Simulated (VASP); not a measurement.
# W (C2/m) in VASP: single point with PBEsol

Aim: the single point of W with PBEsol.

Everything below comes from runs of VASP 6.6.1. Logs are shortened: lines on timing, memory, paths and dates and some standing lists are left out, and cuts for length are marked.

## 1. The cell of the first run

It takes space group C2/m (No. 12, monoclinic). The conventional cell has a = 3.998 Å, b = 3.998 Å, c = 3.998 Å, α = 90.00°, β = 90.00°, γ = 90.00°. Within 3.6 Å of W (site symmetry m) lie 12 W at 2.75 to 2.90 Å.

## 2. Single point, PBEsol (atoms displaced along a vibrational mode)

INCAR

```
SYSTEM = W
  PREC = Accurate
  ENCUT = 520
  EDIFF = 1E-7
  ISMEAR = 0
  SIGMA = 0.15
  LREAL = .FALSE.
  LASPH = .TRUE.
  NELM = 80
  ALGO = Fast
  ISIF = 2
  LWAVE = .FALSE.
  LCHARG = .TRUE.
  GGA = PS
  LELF = .TRUE.
  LVHAR = .TRUE.
  NBANDS = 21
```

KPOINTS

```
Automatic mesh
0
G
  16 16 12
  0 0 0
```

POSCAR

```
W
1.0
    0.0000000000     -1.9991269216     -1.9991269216
    0.0000000000      1.9991269216     -1.9991269216
    3.9982538432      0.0000000000      0.0000000000
W
2
Direct
    0.5101044110      0.4898955890      0.4965985151
   -0.0101044110      0.0101044110      0.0034014849
```

Potentials or basis: VASP PAW PBE potentials, release 64 (W_sv).

Launch:

```bash
$ cat potpaw_PBE.64/W_sv/POTCAR > POTCAR
$ mpirun -np 1 vasp_std > vasp.out
```

OUTCAR:

```text
SYSTEM = W
   PREC = Accurate
   ENCUT = 520
   EDIFF = 1E-7
   ISMEAR = 0
   LREAL = .FALSE.
   LASPH = .TRUE.
   NELM = 80
   ISIF = 2
   GGA = PS

 ion  position               nearest neighbor table
   1  0.510  0.490  0.497-   2 2.75   2 2.79   2 2.81   2 2.81   2 2.85   2 2.85   2 2.87   2 2.90

   2  0.990  0.010  0.003-   1 2.75   1 2.79   1 2.81   1 2.81   1 2.85   1 2.85   1 2.87   1 2.90

  LATTYP: Found a simple tetragonal cell.
 ALAT       =     2.8271924054
 C/A-ratio  =     1.4142135624

  Lattice vectors:

 A1 = (   0.0000000000,  -1.9991269216,  -1.9991269216)
 A2 = (   0.0000000000,   1.9991269216,  -1.9991269216)
 A3 = (   3.9982538432,   0.0000000000,   0.0000000000)

Analysis of symmetry for initial positions (statically):
=====================================================================
 Subroutine PRICEL returns:
 Original cell was already a primitive cell.

 Routine SETGRP: Setting up the symmetry group for a
 simple tetragonal supercell.

 Subroutine GETGRP returns: Found  4 space group operations
 (whereof  2 operations were pure point group operations)
 out of a pool of 16 trial point group operations.

The static configuration has the point symmetry C_1h.
 The point group associated with its full space group is C_2h.

Analysis of symmetry for dynamics (positions and initial velocities):
=====================================================================
 Subroutine PRICEL returns:
 Original cell was already a primitive cell.

 Routine SETGRP: Setting up the symmetry group for a
 simple tetragonal supercell.

 Subroutine GETGRP returns: Found  4 space group operations
 (whereof  2 operations were pure point group operations)
 out of a pool of 16 trial point group operations.

The dynamic configuration has the point symmetry C_1h.
 The point group associated with its full space group is C_2h.

 Subroutine INISYM returns: Found  4 space group operations
 (whereof  2 operations are pure point group operations),
 and found     1 'primitive' translations

----------------------------------------------------------------------------------------

                                     Primitive cell

  volume of cell :      31.9581

  direct lattice vectors                    reciprocal lattice vectors
     0.000000000 -1.999126922 -1.999126922     0.000000000 -0.250109182 -0.250109182
     0.000000000  1.999126922 -1.999126922     0.000000000  0.250109182 -0.250109182
     3.998253843  0.000000000  0.000000000     0.250109182  0.000000000  0.000000000

  length of vectors
     2.827192405  2.827192405  3.998253843     0.353707798  0.353707798  0.250109182

  position of ions in fractional coordinates (direct lattice)
     0.510104411  0.489895589  0.496598515
     0.989895589  0.010104411  0.003401485

  ion indices of the primitive-cell ions
   primitive index   ion index
                 1           1
                 2           2

----------------------------------------------------------------------------------------

 KPOINTS: Automatic mesh

Automatic generation of k-mesh.
 Grid dimensions read from file:
 generate k-points for:   16   16   12

 Generating k-lattice:

  Cartesian coordinates                     Fractional coordinates (reciprocal lattice)
     0.000000000 -0.015631824 -0.015631824     0.062500000  0.000000000  0.000000000
     0.000000000  0.015631824 -0.015631824     0.000000000  0.062500000  0.000000000
     0.020842432  0.000000000  0.000000000     0.000000000  0.000000000  0.083333333

  Length of vectors
     0.022106737  0.022106737  0.020842432

  Shift w.r.t. Gamma in fractional coordinates (k-lattice)
     0.000000000  0.000000000  0.000000000

 Subroutine IBZKPT returns following result:
 ===========================================

 Found    826 irreducible k-points:

 Following reciprocal coordinates:
            Coordinates               Weight
  0.000000  0.000000  0.000000      1.000000
  0.062500  0.000000  0.000000      4.000000
  0.125000  0.000000  0.000000      4.000000
  0.187500  0.000000  0.000000      4.000000
  0.250000  0.000000  0.000000      4.000000
  0.312500  0.000000  0.000000      4.000000
[... 16 lines left out ...]
 -0.062500  0.437500  0.000000      4.000000
  0.500000  0.062500  0.000000      4.000000
 [... further k-points ...]
   k-points           NKPTS =    826   k-points in BZ     NKDIM =    826   number of bands    NBANDS=     21
   number of dos      NEDOS =    301   number of ions     NIONS =      2
   total plane-waves  NPLWV =  17280
   dimension x,y,z NGX =    24 NGY =   24 NGZ =   30
   dimension x,y,z NGXF=    48 NGYF=   48 NGZF=   60
   ions per type =               2
   NGX,Y,Z   is equivalent  to a cutoff of  14.11, 14.11, 12.47 a.u.
   NGXF,Y,Z  is equivalent  to a cutoff of  28.23, 28.23, 24.95 a.u.
 SYSTEM =  W
   PREC   = accura    normal or accurate (medium, high low for compatibility)
   ISTART =      0    job   : 0-new  1-cont  2-samecut
   ICHARG =      2    charge: 1-file 2-atom 10-const
   ISPIN  =      1    spin polarized calculation?
   LNONCOLLINEAR =      F non collinear calculations
   LSORBIT =      F    spin-orbit coupling
   LASPH  =      T    aspherical Exc in radial PAW
   ENCUT  =  520.0 eV  38.22 Ry    6.18 a.u.   5.26  5.26  7.43*2*pi/ulx,y,z
   NELM   =     80;   NELMIN=  2; NELMDL= -5     # of ELM steps
   EDIFF  = 0.1E-06   stopping-criterion for ELM
   LREAL  =      F    real-space projection
   EDIFFG = 0.1E-05   stopping-criterion for IOM
   NSW    =      0    number of steps for IOM
   IBRION =     -1    ionic relax: 0-MD 1-quasi-New 2-CG
   NFREE  =      0    steps in history (QN), initial steepest desc. (CG)
   ISIF   =      2    stress and relaxation
   ISYM   =      2    0-nonsym 1-usesym 2-fastsym
   POTIM  = 0.5000    time-step for ionic-motion
   TEBEG  =    0.0;   TEEND  =   0.0 temperature during run
   PSTRESS=    0.0 pullay stress
   NELECT =      28.0000    total number of electrons
   NUPDOWN=      -1.0000    fix difference up-down
   EMIN   =  10.00;   EMAX   =-10.00  energy-range for DOS
   EFERMI =   0.00;   METHOD = LEGACY
   ISMEAR =     0;   SIGMA  =   0.15  broadening in eV -4-tet -1-fermi 0-gaus
   EFERMI_NEDOS =   21; number of points for ismear=-14 and -15
   IALGO  =     68    algorithm
   IMIX   =      4    mixing-type and parameters
     AMIX     =   0.40;   BMIX     =  1.00
     AMIX_MAG =   1.60;   BMIX_MAG =  1.00
  volume/ion in A,a.u.               =      15.98       107.83
  Fermi-wavevector in a.u.,A,eV,Ry     =   1.566512  2.960279 33.388164  2.453961
  Thomas-Fermi vector in A             =   2.668829
   LORBIT       =      0    0 simple, 1 ext, 2 COOP (PROOUT), +10 PAW based schemes
   GGA     = PS    functional components
   LHFCALC =     F    Hartree Fock is set to
   AEXX    =    0.0000 exact exchange contribution
   IVDW    =     0    specifies the selected vdW correction
   LEPSILON=     F    determine dielectric tensor
   LRPA    =     F    only Hartree local field effects (RPA)
 non-spin polarized calculation
 RMM-DIIS sequential band-by-band and
 Gauss-broadening in eV      SIGMA  =   0.15
  energy-cutoff  :      520.00
  volume of cell :       31.96
 maximum number of plane-waves:       888
 NGX is ok and might be reduce to    24
   NGX = 11   NGY = 11   NGZ = 15

 number of electron      27.9999999 magnetization

 Free energy of the ion-electron system (eV)
  ---------------------------------------------------
  ext. energy  EPLUGINS =         0.00000000
  ---------------------------------------------------
  free energy    TOTEN  =       -26.61381569 eV

  energy without entropy =      -26.58579983  energy(sigma->0) =      -26.59980776

 E-fermi :  10.6884     XC(G=0): -13.7034

 val. band max:       10.6875592623   @ k =  -0.1250   0.3750   0.4167
 cond. band min:      10.6886844796   @ k =  -0.0625   0.1875   0.1667
 fundamental gap:      0.0011252173
 Fermi energy:        10.6884324886

 k-point     1 :       0.0000    0.0000    0.0000
  band No.  band energies     occupation
      1     -62.8863      2.00000
      2     -62.7236      2.00000
      3     -27.6625      2.00000
      4     -26.9350      2.00000
      5     -26.9326      2.00000
      6     -26.4815      2.00000
[... 13 lines left out ...]
     20      16.7038      0.00000
     21      22.6995      0.00000

 k-point     2 :       0.0625    0.0000    0.0000
  band No.  band energies     occupation
      1     -62.8833      2.00000
      2     -62.7236      2.00000
      3     -27.6493      2.00000
      4     -26.9564      2.00000
      5     -26.9274      2.00000
      6     -26.5104      2.00000
[... 13 lines left out ...]
     20      17.2614      0.00000
     21      21.9521      0.00000

 k-point     3 :       0.1250    0.0000    0.0000
  band No.  band energies     occupation
      1     -62.8745      2.00000
      2     -62.7237      2.00000
      3     -27.6107      2.00000
      4     -27.0197      2.00000
      5     -26.9089      2.00000
      6     -26.6011      2.00000
[... 13 lines left out ...]
     20      18.4880      0.00000
     21      20.7231      0.00000

 k-point     4 :       0.1875    0.0000    0.0000
  band No.  band energies     occupation
      1     -62.8606      2.00000
      2     -62.7246      2.00000
      3     -27.5486      2.00000
      4     -27.1115      2.00000
      5     -26.8804      2.00000
      6     -26.7362      2.00000
[... 13 lines left out ...]
     20      19.5345      0.00000
     21      19.9176      0.00000

 k-point     5 :       0.2500    0.0000    0.0000
  band No.  band energies     occupation
      1     -62.8431      2.00000
      2     -62.7267      2.00000
      3     -27.4665      2.00000
      4     -27.2146      2.00000
      5     -26.9050      2.00000
      6     -26.8341      2.00000
[... 13 lines left out ...]
     20      18.5809      0.00000
     21      21.4338      0.00000
[... 382 lines left out ...]
     20      18.0482      0.00000
     21      23.6039      0.00000

 k-point    22 :       0.4375    0.0625    0.0000
  band No.  band energies     occupation
      1     -62.7834      2.00000
      2     -62.7461      2.00000
      3     -27.4140      2.00000
      4     -27.3353      2.00000
      5     -27.1384      2.00000
      6     -26.8749      2.00000
[... 13 lines left out ...]
     20      18.0110      0.00000
     21      23.2397      0.00000

 k-point    23 :      -0.0625    0.4375    0.0000
  band No.  band energies     occupation
      1     -62.7834      2.00000
      2     -62.7462      2.00000
      3     -27.4140      2.00000
      4     -27.3354      2.00000
      5     -27.1381      2.00000
      6     -26.8751      2.00000
[... 13 lines left out ...]
     20      18.0164      0.00000
     21      23.2291      0.00000

 k-point    24 :       0.5000    0.0625    0.0000
  band No.  band energies     occupation
      1     -62.7735      2.00000
      2     -62.7530      2.00000
      3     -27.4009      2.00000
      4     -27.3964      2.00000
      5     -27.0733      2.00000
      6     -26.9373      2.00000
[... 13 lines left out ...]
     20      17.7709      0.00000
     21      23.3390      0.00000

 [... further k-points ...]

------------------------ aborting loop because EDIFF is reached ----------------------------------------

  FORCE on cell =-STRESS in cart. coord.  units (eV):
  Direction    XX          YY          ZZ          XY          YZ          ZX
  --------------------------------------------------------------------------------------
  -------------------------------------------------------------------------------------
  Total        0.2741957      0.0850396      0.2796282     -0.1082842      0.0000000      0.0000000
  in kB       13.7464358      4.2633490     14.0187854     -5.4286826      0.0000000      0.0000000
  external PRESSURE =      10.6761901 kB  Pullay stress =       0.0000000 kB

 VOLUME and BASIS-vectors are now :
 -----------------------------------------------------------------------------
  energy-cutoff  :      520.00
  volume of cell :       31.96
      direct lattice vectors                 reciprocal lattice vectors
     0.000000000 -1.999126922 -1.999126922     0.000000000 -0.250109182 -0.250109182
     0.000000000  1.999126922 -1.999126922     0.000000000  0.250109182 -0.250109182
     3.998253843  0.000000000  0.000000000     0.250109182  0.000000000  0.000000000

 POSITION                                       TOTAL-FORCE (eV/Angst)
 -----------------------------------------------------------------------------------
      1.98553     -0.04040     -1.99913         0.430200      0.296854      0.000000
      0.01360     -1.95873     -1.99913        -0.430200     -0.296854      0.000000
 -----------------------------------------------------------------------------------
    total drift:                                0.000000      0.000000     -0.000000

  FREE ENERGIE OF THE ION-ELECTRON SYSTEM (eV)
  ---------------------------------------------------
  free  energy   TOTEN  =       -26.6138156885 eV

  energy  without entropy=      -26.5857998309  energy(sigma->0) =      -26.59980776
```

Wall time 4.5 min (1 thread of Intel Xeon Platinum 8488C (Sapphire Rapids), shared host); peak memory 0.5 GiB.

Results:

- Free energy: -26.6138 eV
- Pressure: 1.1 GPa
- Largest force: 0.523 eV/Å
- Band gap on the k mesh: zero (bands 14 and 15 overlap by 3.58 eV)

Forces in eV/Å, atoms in the order of the input:
```
W    0.430  0.297  0.000
W   -0.430 -0.297  0.000
```

Levels at points of the mesh, in eV from the Fermi level:
| k point | band 11 | band 12 | band 13 | band 14 | band 15 | band 16 | band 17 | band 18 |
| --- | --- | --- | --- | --- | --- | --- | --- | --- |
| (0.00, 0.00, 0.00) | -4.68 | -0.63 | -0.60 | -0.57 | 2.58 | 2.66 | 3.27 | 5.17 |
| (0.50, 0.00, 0.00) | -2.34 | -2.10 | -2.02 | -1.71 | 0.82 | 0.94 | 2.06 | 2.64 |
| (0.50, 0.50, 0.00) | -4.69 | -4.67 | 3.12 | 3.22 | 5.18 | 5.32 | 5.92 | 5.99 |
| (0.00, 0.00, 0.50) | -3.16 | -2.95 | -0.34 | 0.01 | 1.57 | 1.58 | 1.73 | 1.75 |
| (0.50, 0.00, 0.50) | -0.87 | -0.87 | -0.82 | -0.81 | 0.74 | 0.74 | 5.18 | 5.19 |
| (0.50, 0.50, 0.50) | -2.14 | -2.12 | -1.99 | -1.98 | 1.32 | 1.33 | 6.02 | 6.02 |

Caveat: the cell differs from its parent crystal (atoms displaced along a vibrational mode); the PAW data sets were made with another functional, which shifts forces and pressure a little; spin-orbit coupling is left out, which moves the levels of the heavy elements.
